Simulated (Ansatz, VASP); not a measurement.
# Ge: VASP beside Ansatz

```
CELL_PARAMETERS angstrom
3.99759 0.00000 0.00000
-1.99879 3.46201 0.00000
0.00000 0.00000 6.59938
ATOMIC_POSITIONS crystal
Ge 0.33333 0.66667 0.93710
Ge 0.66667 0.33333 0.43710
Ge 0.33333 0.66667 0.56290
Ge 0.66667 0.33333 0.06290
```

Alike in both runs: task relaxation of cell and atoms; functional BLYP; dispersion D4; k mesh 8 × 8 × 4; occupations fermi-dirac, width 0.05 eV; no spin polarisation.

|  | VASP | Ansatz |
| --- | --- | --- |
| version | VASP 6.6.1 | Ansatz 0.2.0 |
| potentials or method | VASP PAW PBE potentials, release 64 (Ge_d) | Ansatz PAW |
| plane-wave cutoff (eV) | 600 | 420 |
| valence electrons in the cell | 56 | 56 |

```csv
,VASP,Ansatz,Ansatz less VASP
"gap on the k mesh at the Fermi level, each at its own relaxed structure (eV)",0.19,0.19,0.000
relaxed volume (Å³/atom),23.68,23.61,-0.070
relaxed cell length with the largest relative difference (Å),4.046,4.042,-0.0042
```

VASP's potentials were made for PBE, not for BLYP.

Noted on Ansatz's run: the plane-wave basis is chosen anew once the cell has moved, so the energies of steps on either side of that aren't comparable.
